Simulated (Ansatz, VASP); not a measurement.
C: VASP beside Ansatz

```
C
1.0
     0.00000    1.78011    1.78011
     1.78011    0.00000    1.78011
     1.78011    1.78011    0.00000
C
2
Direct
  0.87500 0.87500 0.87500
  0.12500 0.12500 0.12500
```

Alike in both runs: functional r2SCAN; k mesh 16 × 16 × 16; occupations fermi-dirac, width 0.02 eV; no spin polarisation.

Ansatz relaxed the structure, and its values are those at the end. VASP's run is a single point on that final structure, the one shown.

```csv
,VASP,Ansatz
version,VASP 6.6.1,Ansatz 0.2.0
potentials or method,"VASP PAW PBE potentials, release 64 (C)","PAW with Ansatz's default frozen-core files, scalar-relativistic"
plane-wave cutoff (eV),520,500
valence electrons in the cell,8,8
```

|  | VASP | Ansatz | Ansatz less VASP |
| --- | --- | --- | --- |
| gap on the k mesh at the Fermi level (eV) | 4.34 | 4.37 | +0.029 |
| pressure (GPa) | 1.2 | 0.0 | -1.12 |

VASP's potentials were made for PBE, not for r2SCAN.
